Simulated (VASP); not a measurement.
# CsAs (Fm-3m) in VASP: further runs

CsAs is run at these levels: PBE; tasks: single point.

Program: VASP 6.6.1. These are calculated values, not measurements. Logs are shortened: lines on timing, memory, paths and dates and some standing lists are left out, and cuts for length are marked.

### 1 The cell of the first run

It takes space group Fm-3m (No. 225, cubic). Conventional cell: a = 6.456 Å, b = 6.456 Å, c = 6.456 Å, α = 90.00°, β = 90.00°, γ = 90.00°. Cs (site symmetry m-3m) has 6 As at 3.23 Å within 4.2 Å. As (site symmetry m-3m) has 6 Cs at 3.23 Å within 4.2 Å.

### 2 Single point, PBE

Contents of INCAR:

```
  PREC = Accurate
  ENCUT = 520
  EDIFF = 1E-6
  ISMEAR = 0
  SIGMA = 0.1
  LREAL = F
  LASPH = T
  NELM = 80
  ALGO = Normal
  ISIF = 2
  LWAVE = F
  LCHARG = F
  GGA = PE
  NBANDS = 14
```

Contents of KPOINTS:

```
Automatic mesh
0
Gamma
  6 6 6
```

Contents of POSCAR:

```
CsAs
1.0
    0.0000000000      3.2282402227      3.2282402227
    3.2282402227      0.0000000000      3.2282402227
    3.2282402227      3.2282402227      0.0000000000
Cs As
1 1
Direct
    0.0000000000      0.0000000000      0.0000000000
    0.5000000000      0.5000000000      0.5000000000
```

Potentials or basis: VASP PAW PBE potentials, release 64 (Cs_sv, As).

Run with:

```bash
$ cat potpaw_PBE.64/Cs_sv/POTCAR potpaw_PBE.64/As/POTCAR > POTCAR
$ mpirun -np 1 vasp_std > vasp.out
```

OUTCAR:

```text
PREC = Accurate
   ENCUT = 520
   EDIFF = 1E-6
   ISMEAR = 0
   LREAL = F
   LASPH = T
   NELM = 80
   ISIF = 2
   GGA = PE

 ion  position               nearest neighbor table
   1  0.000  0.000  0.000-
   2  0.500  0.500  0.500-

  LATTYP: Found a face centered cubic cell.
 ALAT       =     6.4564804454

  Lattice vectors:

 A1 = (   0.0000000000,   3.2282402227,   3.2282402227)
 A2 = (   3.2282402227,   0.0000000000,   3.2282402227)
 A3 = (   3.2282402227,   3.2282402227,   0.0000000000)

Analysis of symmetry for initial positions (statically):
=====================================================================
 Subroutine PRICEL returns:
 Original cell was already a primitive cell.

 Routine SETGRP: Setting up the symmetry group for a
 face centered cubic supercell.

 Subroutine GETGRP returns: Found 48 space group operations
[... 9 lines left out ...]

 Routine SETGRP: Setting up the symmetry group for a
 face centered cubic supercell.

 Subroutine GETGRP returns: Found 48 space group operations
[... 11 lines left out ...]
                                     Primitive cell

  volume of cell :      67.2864

  direct lattice vectors                    reciprocal lattice vectors
     0.000000000  3.228240223  3.228240223    -0.154883145  0.154883145  0.154883145
     3.228240223  0.000000000  3.228240223     0.154883145 -0.154883145  0.154883145
     3.228240223  3.228240223  0.000000000     0.154883145  0.154883145 -0.154883145

  length of vectors
     4.565421106  4.565421106  4.565421106     0.268265477  0.268265477  0.268265477

  position of ions in fractional coordinates (direct lattice)
     0.000000000  0.000000000  0.000000000
     0.500000000  0.500000000  0.500000000

  ion indices of the primitive-cell ions
   primitive index   ion index
                 1           1
                 2           2

----------------------------------------------------------------------------------------

 KPOINTS: Automatic mesh

Automatic generation of k-mesh.
 Grid dimensions read from file:
 generate k-points for:    6    6    6

 Generating k-lattice:

  Cartesian coordinates                     Fractional coordinates (reciprocal lattice)
    -0.025813858  0.025813858  0.025813858     0.166666667  0.000000000  0.000000000
     0.025813858 -0.025813858  0.025813858     0.000000000  0.166666667  0.000000000
     0.025813858  0.025813858 -0.025813858     0.000000000  0.000000000  0.166666667

  Length of vectors
[... 52 lines left out ...]
   ISIF   =      2    stress and relaxation
   ISYM   =      2    0-nonsym 1-usesym 2-fastsym
   POTIM  = 0.5000    time-step for ionic-motion
   TEBEG  =    0.0;   TEEND  =   0.0 temperature during run
   PSTRESS=    0.0 pullay stress
   NELECT =      14.0000    total number of electrons
   NUPDOWN=      -1.0000    fix difference up-down
   EMIN   =  10.00;   EMAX   =-10.00  energy-range for DOS
   EFERMI =   0.00;   METHOD = LEGACY
   ISMEAR =     0;   SIGMA  =   0.10  broadening in eV -4-tet -1-fermi 0-gaus
   EFERMI_NEDOS =   21; number of points for ismear=-14 and -15
   IALGO  =     38    algorithm
   IMIX   =      4    mixing-type and parameters
     AMIX     =   0.40;   BMIX     =  1.00
     AMIX_MAG =   1.60;   BMIX_MAG =  1.00
  volume/ion in A,a.u.               =      33.64       227.04
  Fermi-wavevector in a.u.,A,eV,Ry     =   0.970082  1.833189 12.803880  0.941059
  Thomas-Fermi vector in A             =   2.100187
   LORBIT       =      0    0 simple, 1 ext, 2 COOP (PROOUT), +10 PAW based schemes
   GGA     = PE    functional components
   LHFCALC =     F    Hartree Fock is set to
   AEXX    =    0.0000 exact exchange contribution
   IVDW    =     0    specifies the selected vdW correction
   LEPSILON=     F    determine dielectric tensor
   LRPA    =     F    only Hartree local field effects (RPA)
 non-spin polarized calculation
 Gauss-broadening in eV      SIGMA  =   0.10
  energy-cutoff  :      520.00
  volume of cell :       67.29
 maximum number of plane-waves:      1837
 NGX is ok and might be reduce to    36
   NGX = 17   NGY = 17   NGZ = 17

 number of electron      14.0000001 magnetization

 Free energy of the ion-electron system (eV)
  ---------------------------------------------------
  ext. energy  EPLUGINS =         0.00000000
  ---------------------------------------------------
  free energy    TOTEN  =        -3.87452869 eV

  energy without entropy =       -3.85482770  energy(sigma->0) =       -3.86467819

 E-fermi :   2.3233     XC(G=0):  -8.8298

 val. band max:        2.2377512973   @ k =  -0.3333   0.3333   0.1667
 cond. band min:       2.3769195541   @ k =  -0.3333   0.3333   0.1667
 fundamental gap:      0.1391682568
 Fermi energy:         2.3232656396

 k-point     1 :       0.0000    0.0000    0.0000
  band No.  band energies     occupation
      1     -18.8536      2.00000
      2      -7.2121      2.00000
      3      -5.5122      2.00000
      4      -5.5122      2.00000
      5      -5.5122      2.00000
      6       2.9097      0.00000
      7       2.9097      0.00000
      8       2.9097      0.00000
      9       6.3504      0.00000
     10       6.3504      0.00000
     11       6.3504      0.00000
     12       6.6929      0.00000
     13       7.5328      0.00000
     14       7.5328      0.00000
[... 241 lines left out ...]
      1     -18.7115      2.00000
      2      -7.6040      2.00000
      3      -6.3600      2.00000
      4      -6.0653      2.00000
      5      -5.1693      2.00000
      6       1.7834      2.00000
      7       2.6857      0.00000
      8       2.6882      0.00000
      9       5.6462      0.00000
     10       8.3290      0.00000
     11       9.4115      0.00000
     12      10.1899      0.00000
     13      11.0068      0.00000
     14      11.6757      0.00000

------------------------ aborting loop because EDIFF is reached ----------------------------------------

  FORCE on cell =-STRESS in cart. coord.  units (eV):
  Direction    XX          YY          ZZ          XY          YZ          ZX
  --------------------------------------------------------------------------------------
  -------------------------------------------------------------------------------------
  Total        3.0920670      3.0920670      3.0920670      0.0000000      0.0000000      0.0000000
  in kB       73.6261254     73.6261254     73.6261254      0.0000000      0.0000000      0.0000000
  external PRESSURE =      73.6261254 kB  Pullay stress =       0.0000000 kB

 VOLUME and BASIS-vectors are now :
 -----------------------------------------------------------------------------
  energy-cutoff  :      520.00
  volume of cell :       67.29
      direct lattice vectors                 reciprocal lattice vectors
     0.000000000  3.228240223  3.228240223    -0.154883145  0.154883145  0.154883145
     3.228240223  0.000000000  3.228240223     0.154883145 -0.154883145  0.154883145
     3.228240223  3.228240223  0.000000000     0.154883145  0.154883145 -0.154883145

 POSITION                                       TOTAL-FORCE (eV/Angst)
 -----------------------------------------------------------------------------------
      0.00000      0.00000      0.00000        -0.000000      0.000000     -0.000000
      3.22824      3.22824      3.22824         0.000000     -0.000000      0.000000
 -----------------------------------------------------------------------------------
    total drift:                                0.000000      0.000000      0.000000

  FREE ENERGIE OF THE ION-ELECTRON SYSTEM (eV)
  ---------------------------------------------------
  free  energy   TOTEN  =        -3.8745286872 eV

  energy  without entropy=       -3.8548276990  energy(sigma->0) =       -3.86467819
```

Run time: 9.4 s. Hardware: 1 thread of Intel Xeon 6975P-C (Granite Rapids), shared host; peak memory 0.2 GiB.

What came out:

```
Free energy            : -3.8745 eV
Pressure               : 7.4 GPa
Band gap on the k mesh : zero (band 7 reaches 2.95 eV, above the bottom of band 8 at 1.45 eV)
```

Levels at points of the mesh, in eV from the Fermi level:
| k point | band 3 | band 4 | band 5 | band 6 | band 7 | band 8 | band 9 | band 10 | band 11 | band 12 |
| --- | --- | --- | --- | --- | --- | --- | --- | --- | --- | --- |
| (0.00, 0.00, 0.00) | -7.84 | -7.84 | -7.84 | 0.59 | 0.59 | 0.59 | 4.03 | 4.03 | 4.03 | 4.37 |
| (0.50, 0.00, 0.00) | -7.86 | -7.86 | -6.56 | -1.83 | -0.87 | -0.87 | 5.71 | 6.50 | 7.15 | 7.15 |
| (0.50, 0.50, 0.00) | -8.82 | -8.23 | -8.23 | 0.46 | 0.63 | 0.63 | 2.02 | 6.61 | 7.02 | 8.47 |

Caveat: spin-orbit coupling is left out, which moves the levels of the heavy elements.

### 3 Single point, PBE

This run uses another cell than the first one, of 49.39 Å³/atom, 1.468 times its volume.

Contents of INCAR:

```
  PREC = Accurate
  ENCUT = 520
  EDIFF = 1E-7
  ISMEAR = 0
  SIGMA = 0.1
  LREAL = F
  LASPH = T
  NELM = 100
  ALGO = Normal
  ISIF = 2
  LWAVE = F
  LCHARG = T
  GGA = PE
  LELF = T
  LVHAR = T
  NBANDS = 14
```

Contents of KPOINTS:

```
regular mesh
0
Gamma
  6 6 6
```

Contents of POSCAR:

```
CsAs
1.0
    0.0000000000      3.6690340539      3.6690340539
    3.6690340539      0.0000000000      3.6690340539
    3.6690340539      3.6690340539      0.0000000000
Cs As
1 1
Direct
    0.0000000000      0.0000000000      0.0000000000
    0.5000000000      0.5000000000      0.5000000000
```

Potentials or basis: VASP PAW PBE potentials, release 64 (Cs_sv, As).

Run with:

```bash
$ cat potpaw_PBE.64/Cs_sv/POTCAR potpaw_PBE.64/As/POTCAR > POTCAR
$ mpirun -np 1 vasp_std > vasp.out
```

OUTCAR:

```text
PREC = Accurate
   ENCUT = 520
   EDIFF = 1E-7
   ISMEAR = 0
   LREAL = F
   LASPH = T
   NELM = 100
   ISIF = 2
   GGA = PE

 ion  position               nearest neighbor table
   1  0.000  0.000  0.000-
   2  0.500  0.500  0.500-

  LATTYP: Found a face centered cubic cell.
 ALAT       =     7.3380681078

  Lattice vectors:

 A1 = (   0.0000000000,   3.6690340539,   3.6690340539)
 A2 = (   3.6690340539,   0.0000000000,   3.6690340539)
 A3 = (   3.6690340539,   3.6690340539,   0.0000000000)

Analysis of symmetry for initial positions (statically):
=====================================================================
 Subroutine PRICEL returns:
 Original cell was already a primitive cell.

 Routine SETGRP: Setting up the symmetry group for a
 face centered cubic supercell.

 Subroutine GETGRP returns: Found 48 space group operations
[... 9 lines left out ...]

 Routine SETGRP: Setting up the symmetry group for a
 face centered cubic supercell.

 Subroutine GETGRP returns: Found 48 space group operations
[... 11 lines left out ...]
                                     Primitive cell
[... 140 lines left out ...]
      1     -20.8973      2.00000
      2      -8.9668      2.00000
      3      -7.6769      2.00000
      4      -7.6769      2.00000
      5      -7.6769      2.00000
      6       0.5361      0.00000
      7       0.5361      0.00000
      8       0.5361      0.00000
      9       3.1718      0.00000
     10       4.6107      0.00000
     11       4.6107      0.00000
     12       4.6107      0.00000
     13       5.4068      0.00000
     14       5.4068      0.00000
[... 241 lines left out ...]
      1     -20.8745      2.00000
      2      -9.0239      2.00000
      3      -7.9250      2.00000
      4      -7.8367      2.00000
      5      -7.5732      2.00000
      6      -0.1028      1.99674
      7       0.0510      1.55739
      8       0.2130      0.12773
      9       3.9397      0.00000
     10       5.7665      0.00000
     11       6.0211      0.00000
     12       6.6426      0.00000
     13       7.5462      0.00000
     14       7.7483      0.00000

------------------------ aborting loop because EDIFF is reached ----------------------------------------

  FORCE on cell =-STRESS in cart. coord.  units (eV):
  Direction    XX          YY          ZZ          XY          YZ          ZX
  --------------------------------------------------------------------------------------
  -------------------------------------------------------------------------------------
  Total        0.0203307      0.0203307      0.0203307      0.0000000     -0.0000000      0.0000000
  in kB        0.3297438      0.3297438      0.3297438      0.0000000     -0.0000000      0.0000000
  external PRESSURE =       0.3297438 kB  Pullay stress =       0.0000000 kB

 VOLUME and BASIS-vectors are now :
 -----------------------------------------------------------------------------
  energy-cutoff  :      520.00
  volume of cell :       98.78
      direct lattice vectors                 reciprocal lattice vectors
     0.000000000  3.669034054  3.669034054    -0.136275650  0.136275650  0.136275650
     3.669034054  0.000000000  3.669034054     0.136275650 -0.136275650  0.136275650
     3.669034054  3.669034054  0.000000000     0.136275650  0.136275650 -0.136275650

 POSITION                                       TOTAL-FORCE (eV/Angst)
 -----------------------------------------------------------------------------------
      0.00000      0.00000      0.00000         0.000000      0.000000     -0.000000
      3.66903      3.66903      3.66903         0.000000      0.000000      0.000000
 -----------------------------------------------------------------------------------
    total drift:                                0.000000     -0.000000     -0.000000

  FREE ENERGIE OF THE ION-ELECTRON SYSTEM (eV)
  ---------------------------------------------------
  free  energy   TOTEN  =        -4.3724961270 eV

  energy  without entropy=       -4.3255783688  energy(sigma->0) =       -4.34903725
```

stdout:

```text
POSCAR found type information on POSCAR CsAs
 POSCAR found :  2 types and       2 ions
 scaLAPACK will be used
 LDA part: xc-table for (Slater+PW92), standard interpolation
 POSCAR, INCAR and KPOINTS ok, starting setup
 FFT: planning ... GRIDC
 FFT: planning ... GRID_SOFT
 FFT: planning ... GRID
 WAVECAR not read
 entering main loop
```

Wall time 16 s (1 thread of Intel Xeon 6975P-C (Granite Rapids), shared host); peak memory 0.23 GiB.

Results:

```yaml
Free_energy: -4.3725 eV
Pressure: 0.0 GPa
Band_gap_on_the_k_mesh: zero (band 7 reaches 0.54 eV, above the bottom of band 8 at -0.12 eV)
```

Caveat: spin-orbit coupling is left out, which moves the levels of the heavy elements.
